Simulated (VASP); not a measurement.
# Pt (P6_3/mmc) in VASP: notebook

Pt is run at these levels: r2SCAN; tasks: single point.

Program: VASP 6.6.1. These are calculated values, not measurements. Logs are shortened: lines on timing, memory, paths and dates and some standing lists are left out, and cuts for length are marked.

## Step 1: The cell of the first run

It takes space group P6_3/mmc (No. 194, hexagonal). Conventional cell: a = 2.785 Å, b = 2.785 Å, c = 4.834 Å, α = 90.00°, β = 90.00°, γ = 120.00°. Pt (site symmetry -6m2) has 12 Pt at 2.78 to 2.90 Å within 3.7 Å.

## Step 2: Single point, r2SCAN

Contents of POSCAR:

```
Pt
1.0
    2.7849903018      0.0000000000      0.0000000000
   -1.3924951509      2.4118724643      0.0000000000
    0.0000000000      0.0000000000      4.8343576206
Pt
2
Direct
    0.6666666667      0.3333333333      0.7500000000
    0.3333333333      0.6666666667      0.2500000000
```

Contents of INCAR.step1:

```
SYSTEM = Pt
PREC = Accurate ; ENCUT = 550
ISMEAR = -1 ; SIGMA = 0.1
LREAL = .FALSE. ; LASPH = .TRUE.
NELM = 120 ; NBANDS = 25
GGA = PE ; ALGO = Normal
EDIFF = 1E-5 ; LWAVE = .TRUE.
LCHARG = .FALSE. ; GGA_COMPAT = .FALSE.
```

Contents of INCAR.step2:

```
SYSTEM = Pt
PREC = Accurate ; ENCUT = 550
EDIFF = 1E-6 ; ISMEAR = -1
SIGMA = 0.1 ; LREAL = .FALSE.
LASPH = .TRUE. ; NELM = 120
ALGO = Normal ; ISIF = 2
LWAVE = .FALSE. ; LCHARG = .FALSE.
METAGGA = R2SCAN ; LMIXTAU = .TRUE.
NBANDS = 25 ; ISTART = 1
GGA_COMPAT = .FALSE.
```

Contents of KPOINTS:

```
Automatic mesh
0
G
  10 10 5
  0 0 0
```

Potentials or basis: VASP PAW PBE potentials, release 64 (Pt_sv_GW).

On the command line:

```console
cat potpaw_PBE.64/Pt_sv_GW/POTCAR > POTCAR
cp INCAR.step1 INCAR
mpirun -np 1 vasp_std > vasp.out
cp INCAR.step2 INCAR
mpirun -np 1 vasp_std > vasp.out
```

OUTCAR:

```text
SYSTEM = Pt
   PREC = Accurate
   ENCUT = 550
   EDIFF = 1E-6
   ISMEAR = -1
   LREAL = .FALSE.
   LASPH = .TRUE.
   NELM = 120
   ISIF = 2
   METAGGA = R2SCAN
   ISTART = 1

 ion  position               nearest neighbor table
   1  0.667  0.333  0.750-   2 2.90   2 2.90   2 2.90   2 2.90   2 2.90   2 2.90
   2  0.333  0.667  0.250-   1 2.90   1 2.90   1 2.90   1 2.90   1 2.90   1 2.90

  LATTYP: Found a hexagonal cell.
 ALAT       =     2.7849903018
 C/A-ratio  =     1.7358615639

  Lattice vectors:

 A1 = (   2.7849903018,   0.0000000000,   0.0000000000)
 A2 = (  -1.3924951509,   2.4118724643,   0.0000000000)
 A3 = (   0.0000000000,   0.0000000000,   4.8343576206)

Analysis of symmetry for initial positions (statically):
=====================================================================
 Subroutine PRICEL returns:
 Original cell was already a primitive cell.

 Routine SETGRP: Setting up the symmetry group for a
 hexagonal supercell.

 Subroutine GETGRP returns: Found 24 space group operations
 (whereof 12 operations were pure point group operations)
 out of a pool of 24 trial point group operations.

The static configuration has the point symmetry D_3d.
 The point group associated with its full space group is D_6h.

Analysis of symmetry for dynamics (positions and initial velocities):
=====================================================================
 Subroutine PRICEL returns:
 Original cell was already a primitive cell.

 Routine SETGRP: Setting up the symmetry group for a
 hexagonal supercell.

 Subroutine GETGRP returns: Found 24 space group operations
 (whereof 12 operations were pure point group operations)
 out of a pool of 24 trial point group operations.

The dynamic configuration has the point symmetry D_3d.
 The point group associated with its full space group is D_6h.

 Subroutine INISYM returns: Found 24 space group operations
 (whereof 12 operations are pure point group operations),
 and found     1 'primitive' translations

----------------------------------------------------------------------------------------

                                     Primitive cell

  volume of cell :      32.4726

  direct lattice vectors                    reciprocal lattice vectors
     2.784990302  0.000000000  0.000000000     0.359067678  0.207307811  0.000000000
    -1.392495151  2.411872464  0.000000000     0.000000000  0.414615621  0.000000000
     0.000000000  0.000000000  4.834357621     0.000000000  0.000000000  0.206852715

  length of vectors
     2.784990302  2.784990400  4.834357621     0.414615636  0.414615621  0.206852715

  position of ions in fractional coordinates (direct lattice)
     0.666666667  0.333333333  0.750000000
     0.333333333  0.666666667  0.250000000

  ion indices of the primitive-cell ions
   primitive index   ion index
                 1           1
                 2           2

----------------------------------------------------------------------------------------

 KPOINTS: Automatic mesh

Automatic generation of k-mesh.
 Grid dimensions read from file:
 generate k-points for:   10   10    5

 Generating k-lattice:

  Cartesian coordinates                     Fractional coordinates (reciprocal lattice)
     0.035906768  0.020730781  0.000000000     0.100000000  0.000000000  0.000000000
     0.000000000  0.041461562  0.000000000     0.000000000  0.100000000  0.000000000
     0.000000000  0.000000000  0.041370543     0.000000000  0.000000000  0.200000000

  Length of vectors
     0.041461564  0.041461562  0.041370543

  Shift w.r.t. Gamma in fractional coordinates (k-lattice)
     0.000000000  0.000000000  0.000000000

 Subroutine IBZKPT returns following result:
 ===========================================

 Found     42 irreducible k-points:

 Following reciprocal coordinates:
            Coordinates               Weight
  0.000000  0.000000  0.000000      1.000000
  0.100000 -0.000000  0.000000      6.000000
  0.200000 -0.000000  0.000000      6.000000
  0.300000  0.000000  0.000000      6.000000
  0.400000 -0.000000  0.000000      6.000000
  0.500000  0.000000  0.000000      3.000000
[... 16 lines left out ...]
  0.300000  0.100000  0.200000     24.000000
  0.400000  0.100000  0.200000     24.000000
 [... further k-points ...]
   k-points           NKPTS =     42   k-points in BZ     NKDIM =     42   number of bands    NBANDS=     25
   number of dos      NEDOS =    301   number of ions     NIONS =      2
   total plane-waves  NPLWV =  23040
   dimension x,y,z NGX =    24 NGY =   24 NGZ =   40
   dimension x,y,z NGXF=    48 NGYF=   48 NGZF=   80
   ions per type =               2
   NGX,Y,Z   is equivalent  to a cutoff of  14.33, 14.33, 13.76 a.u.
   NGXF,Y,Z  is equivalent  to a cutoff of  28.65, 28.65, 27.51 a.u.
 SYSTEM =  Pt
   PREC   = accura    normal or accurate (medium, high low for compatibility)
   ISTART =      1    job   : 0-new  1-cont  2-samecut
   ICHARG =      0    charge: 1-file 2-atom 10-const
   ISPIN  =      1    spin polarized calculation?
   LNONCOLLINEAR =      F non collinear calculations
   LSORBIT =      F    spin-orbit coupling
   LASPH  =      T    aspherical Exc in radial PAW
   ENCUT  =  550.0 eV  40.42 Ry    6.36 a.u.   5.33  5.33  9.24*2*pi/ulx,y,z
   NELM   =    120;   NELMIN=  2; NELMDL=  0     # of ELM steps
   EDIFF  = 0.1E-05   stopping-criterion for ELM
   LREAL  =      F    real-space projection
   EDIFFG = 0.1E-04   stopping-criterion for IOM
   NSW    =      0    number of steps for IOM
   IBRION =     -1    ionic relax: 0-MD 1-quasi-New 2-CG
   NFREE  =      0    steps in history (QN), initial steepest desc. (CG)
   ISIF   =      2    stress and relaxation
   ISYM   =      2    0-nonsym 1-usesym 2-fastsym
   POTIM  = 0.5000    time-step for ionic-motion
   TEBEG  =    0.0;   TEEND  =   0.0 temperature during run
   PSTRESS=    0.0 pullay stress
   NELECT =      36.0000    total number of electrons
   NUPDOWN=      -1.0000    fix difference up-down
   EMIN   =  10.00;   EMAX   =-10.00  energy-range for DOS
   EFERMI =   0.00;   METHOD = LEGACY
   ISMEAR =    -1;   SIGMA  =   0.10  broadening in eV -4-tet -1-fermi 0-gaus
   EFERMI_NEDOS =   21; number of points for ismear=-14 and -15
   IALGO  =     38    algorithm
   IMIX   =      4    mixing-type and parameters
     AMIX     =   0.40;   BMIX     =  1.00
     AMIX_MAG =   1.60;   BMIX_MAG =  1.00
  volume/ion in A,a.u.               =      16.24       109.57
  Fermi-wavevector in a.u.,A,eV,Ry     =   1.694351  3.201859 39.059952  2.870826
  Thomas-Fermi vector in A             =   2.775592
   LORBIT       =      0    0 simple, 1 ext, 2 COOP (PROOUT), +10 PAW based schemes
   METAGGA = R2SCAN    functional components
   LHFCALC =     F    Hartree Fock is set to
   AEXX    =    0.0000 exact exchange contribution
   IVDW    =     0    specifies the selected vdW correction
   LEPSILON=     F    determine dielectric tensor
   LRPA    =     F    only Hartree local field effects (RPA)
 non-spin polarized calculation
  energy-cutoff  :      550.00
  volume of cell :       32.47
 maximum number of plane-waves:       991
 NGX is ok and might be reduce to    24
   NGX = 11   NGY = 11   NGZ = 19

 number of electron      35.9999998 magnetization

 Free energy of the ion-electron system (eV)
  ---------------------------------------------------
  ext. energy  EPLUGINS =         0.00000000
  ---------------------------------------------------
  free energy    TOTEN  =      -102.68470302 eV

  energy without entropy =     -102.57855740  energy(sigma->0) =     -102.63163021

 E-fermi :   9.1715     XC(G=0): -14.7032

 val. band max:        9.1647663015   @ k =   0.3000   0.2000   0.0000
 cond. band min:       9.1724267824   @ k =   0.4000  -0.0000   0.0000
 fundamental gap:      0.0076604809
 Fermi energy:         9.1714731334

 k-point     1 :       0.0000    0.0000    0.0000
  band No.  band energies     occupation
      1     -91.1933      2.00000
      2     -91.1739      2.00000
      3     -44.8635      2.00000
      4     -44.6737      2.00000
      5     -44.6737      2.00000
      6     -44.6348      2.00000
[... 17 lines left out ...]
     24      27.2438      0.00000
     25      30.8427      0.00000

 k-point     2 :       0.1000   -0.0000    0.0000
  band No.  band energies     occupation
      1     -91.1896      2.00000
      2     -91.1710      2.00000
      3     -44.8517      2.00000
      4     -44.7081      2.00000
      5     -44.6828      2.00000
      6     -44.6703      2.00000
[... 17 lines left out ...]
     24      27.4921      0.00000
     25      29.2749      0.00000

 k-point     3 :       0.2000   -0.0000    0.0000
  band No.  band energies     occupation
      1     -91.1828      2.00000
      2     -91.1661      2.00000
      3     -44.8206      2.00000
      4     -44.7998      2.00000
      5     -44.7634      2.00000
      6     -44.7091      2.00000
[... 17 lines left out ...]
     24      26.8702      0.00000
     25      27.9523      0.00000

 k-point     4 :       0.3000    0.0000    0.0000
  band No.  band energies     occupation
      1     -91.1738      2.00000
      2     -91.1609      2.00000
      3     -44.9139      2.00000
      4     -44.8755      2.00000
      5     -44.7769      2.00000
      6     -44.7410      2.00000
[... 17 lines left out ...]
     24      25.3003      0.00000
     25      26.5020      0.00000
[... 477 lines left out ...]
 k-point    22 :       0.2000    0.1000    0.2000
  band No.  band energies     occupation
      1     -91.1755      2.00000
      2     -91.1641      2.00000
      3     -44.8697      2.00000
      4     -44.8432      2.00000
      5     -44.7600      2.00000
      6     -44.7295      2.00000
[... 17 lines left out ...]
     24      25.9274      0.00000
     25      27.0638      0.00000

 k-point    23 :       0.3000    0.1000    0.2000
  band No.  band energies     occupation
      1     -91.1671      2.00000
      2     -91.1592      2.00000
      3     -44.9632      2.00000
      4     -44.9347      2.00000
      5     -44.7676      2.00000
      6     -44.7288      2.00000
[... 17 lines left out ...]
     24      23.6789      0.00000
     25      25.5722      0.00000

 k-point    24 :       0.4000    0.1000    0.2000
  band No.  band energies     occupation
      1     -91.1615      2.00000
      2     -91.1565      2.00000
      3     -45.0231      2.00000
      4     -44.9904      2.00000
      5     -44.7899      2.00000
      6     -44.7408      2.00000
[... 17 lines left out ...]
     24      22.4358      0.00000
     25      24.0942      0.00000

 [... further k-points ...]
[... 5 lines left out ...]
  --------------------------------------------------------------------------------------
  -------------------------------------------------------------------------------------
  Total       -2.8679764     -2.8679766     -2.6048683     -0.0000000     -0.0000000      0.0000000
  in kB     -141.5042063   -141.5042196   -128.5226166     -0.0000000     -0.0000000      0.0000000
  external PRESSURE =    -137.1770142 kB  Pullay stress =       0.0000000 kB

 VOLUME and BASIS-vectors are now :
 -----------------------------------------------------------------------------
  energy-cutoff  :      550.00
  volume of cell :       32.47
      direct lattice vectors                 reciprocal lattice vectors
     2.784990302  0.000000000  0.000000000     0.359067678  0.207307811  0.000000000
    -1.392495151  2.411872464  0.000000000     0.000000000  0.414615621  0.000000000
     0.000000000  0.000000000  4.834357621     0.000000000  0.000000000  0.206852715

 POSITION                                       TOTAL-FORCE (eV/Angst)
 -----------------------------------------------------------------------------------
      1.39250      0.80396      3.62577         0.000000      0.000000      0.000000
     -0.00000      1.60791      1.20859        -0.000000     -0.000000      0.000000
 -----------------------------------------------------------------------------------
    total drift:                               -0.000000      0.000000     -0.000000

  FREE ENERGIE OF THE ION-ELECTRON SYSTEM (eV)
  ---------------------------------------------------
  free  energy   TOTEN  =      -102.6847030172 eV

  energy  without entropy=     -102.5785573956  energy(sigma->0) =     -102.63163021
```

Wall time 50 s (1 thread of Intel Xeon 6975P-C (Granite Rapids), shared host); peak memory 0.19 GiB.

What came out:

```
Free energy            : -102.6847 eV
Pressure               : -13.7 GPa
Band gap on the k mesh : zero (band 18 reaches 9.64 eV, above the bottom of band 19 at 8.46 eV)
```

Caveat: the PAW data sets were made with another functional, which shifts forces and pressure a little; spin-orbit coupling is left out, which moves the levels of the heavy elements.

## Step 3: Single point, r2SCAN

This run uses another cell than the first one, of 14.55 Å³/atom, 0.896 times its volume.

Contents of POSCAR:

```
Pt
1.0
    2.6849929045      0.0000000000      0.0000000000
   -1.3424964523      2.3252721738      0.0000000000
    0.0000000000      0.0000000000      4.6607759821
Pt
2
Direct
    0.6666666667      0.3333333333      0.7500000000
    0.3333333333      0.6666666667      0.2500000000
```

Contents of INCAR.step1:

```
ALGO = Normal
EDIFF = 1E-5
ENCUT = 550
GGA = PE
GGA_COMPAT = False
ISMEAR = -1
LASPH = True
LCHARG = False
LREAL = False
LWAVE = True
NBANDS = 25
NELM = 120
PREC = Accurate
SIGMA = 0.1
```

Contents of INCAR.step2:

```
ALGO = Normal
EDIFF = 1E-6
ENCUT = 550
GGA_COMPAT = False
ISIF = 2
ISMEAR = -1
ISTART = 1
LASPH = True
LCHARG = True
LELF = True
LMIXTAU = True
LREAL = False
LVHAR = True
LWAVE = False
METAGGA = R2SCAN
NBANDS = 25
NELM = 120
PREC = Accurate
SIGMA = 0.1
```

Contents of KPOINTS:

```
k-points
0
Gamma
  10 10 5
```

Potentials or basis: VASP PAW PBE potentials, release 64 (Pt_sv_GW).

On the command line:

```console
cat potpaw_PBE.64/Pt_sv_GW/POTCAR > POTCAR
cp INCAR.step1 INCAR
mpirun -np 1 vasp_std > vasp.out
cp INCAR.step2 INCAR
mpirun -np 1 vasp_std > vasp.out
```

Wall time 67 s (1 thread of Intel Xeon Platinum 8488C (Sapphire Rapids), shared host); peak memory 0.18 GiB.

The run converged. Its results:

* Free energy: -102.6546 eV
* Pressure: 15.9 GPa
* Band gap on the k mesh: zero (band 18 reaches 11.74 eV, above the bottom of band 19 at 10.31 eV)

Stress tensor (GPa, compression positive):
```
16.89  0.00  0.00
 0.00 16.89  0.00
 0.00  0.00 13.91
```

Levels at points of the mesh, in eV from the Fermi level:
| k point | band 14 | band 15 | band 16 | band 17 | band 18 | band 19 | band 20 | band 21 | band 22 | band 23 |
| --- | --- | --- | --- | --- | --- | --- | --- | --- | --- | --- |
| (0.00, 0.00, 0.00) | -3.62 | -3.62 | -2.20 | -2.20 | -0.90 | -0.33 | -0.33 | 5.52 | 15.79 | 16.42 |
| (0.50, 0.00, 0.00) | -3.44 | -2.99 | -0.06 | 0.36 | 0.60 | 2.61 | 4.29 | 8.16 | 9.71 | 10.87 |

Caveat: the PAW data sets were made with another functional, which shifts forces and pressure a little; spin-orbit coupling is left out, which moves the levels of the heavy elements.

(Part 1 of 2 ends here.)
